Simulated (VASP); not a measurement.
Rh, 4 atoms in the cell. The structure is hexagonal, space group P6_3/mmc (No. 194). Conventional cell: a = 2.692 Å, b = 2.692 Å, c = 8.798 Å, α = 90.00°, β = 90.00°, γ = 120.00°. Rh (site symmetry -3m) has 12 Rh at 2.69 Å within 3.5 Å. Within 3.5 Å of Rh (site symmetry -6m2) lie 12 Rh at 2.69 Å. 

| Quantity | Value |
| --- | --- |
| Program | VASP 6.6.1 |
| Task | single point |
| Functional | PBEsol |
| Potentials or basis | VASP PAW PBE potentials, release 64 (Rh_pv) |
| Cutoff | 500 eV |
| k mesh | 10 × 10 × 3 |
| Occupations | methfessel-paxton, width 0.1 eV |
| Spin | no spin polarisation |
| Dipole correction | no |
| Further INCAR settings | ALGO = Normal; EDIFF = 1e-06; NBANDS = 38 |

Potentials or basis: VASP PAW PBE potentials, release 64 (Rh_pv).

Command:

```sh
$ cat potpaw_PBE.64/Rh_pv/POTCAR > POTCAR
$ mpirun -np 1 vasp_std > vasp.out
```

Hardware: 1 thread of Intel Xeon 8259CL (shared host).

Problem. Estimate the wall time of this run.

Solution. It took 62 s on 1 thread of Intel Xeon 8259CL (shared host), peak memory 0.18 GiB. Counts: scf iterations 14, k points 28.
